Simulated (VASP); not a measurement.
# BeS: single point with PBE

Crystal: BeS.

```
Be S
1.0
     0.00000    2.48573    2.48573
     2.48573    0.00000    2.48573
     2.48573    2.48573    0.00000
Be S
1 1
Cartesian
  0.0000 0.0000 0.0000
  1.2429 1.2429 1.2429
```

This cell differs from its parent crystal: volume scaled by 1.06.

| Quantity | Value |
| --- | --- |
| Program | VASP 6.6.1 |
| Task | single point |
| Functional | PBE |
| Potentials or basis | VASP PAW PBE potentials, release 64 (Be, S) |
| Cutoff | 520 eV |
| k mesh | 8 × 8 × 8 |
| Occupations | gaussian, width 0.02 eV |
| Spin | no spin polarisation |
| Dipole correction | no |
| Further INCAR settings | ALGO = Normal; EDIFF = 1e-06; NBANDS = 11 |

* Pressure: -4.8 GPa
* Band gap on the k mesh: 3.26 eV, indirect (least direct gap 5.27 eV)

Levels at points of the mesh, in eV from the valence-band top:
| k point | band 1 | band 2 | band 3 | band 4 | band 5 | band 6 | band 7 | band 8 |
| --- | --- | --- | --- | --- | --- | --- | --- | --- |
| (0.00, 0.00, 0.00) | -13.22 | 0.00 | 0.00 | 0.00 | 5.27 | 5.69 | 5.69 | 5.69 |
| (0.50, 0.00, 0.00) | -11.80 | -5.33 | -0.94 | -0.94 | 5.21 | 6.57 | 6.57 | 10.84 |
| (0.50, 0.50, 0.00) | -11.33 | -4.65 | -2.40 | -2.40 | 3.26 | 4.96 | 12.18 | 12.18 |

Run time: 11 s on 1 thread of Intel(R) Xeon(R) Platinum 8259CL CPU @ 2.50GHz (Skylake/Cascade Lake) (shared host), peak memory 0.15 GiB.

 A k mesh can miss the band edges.
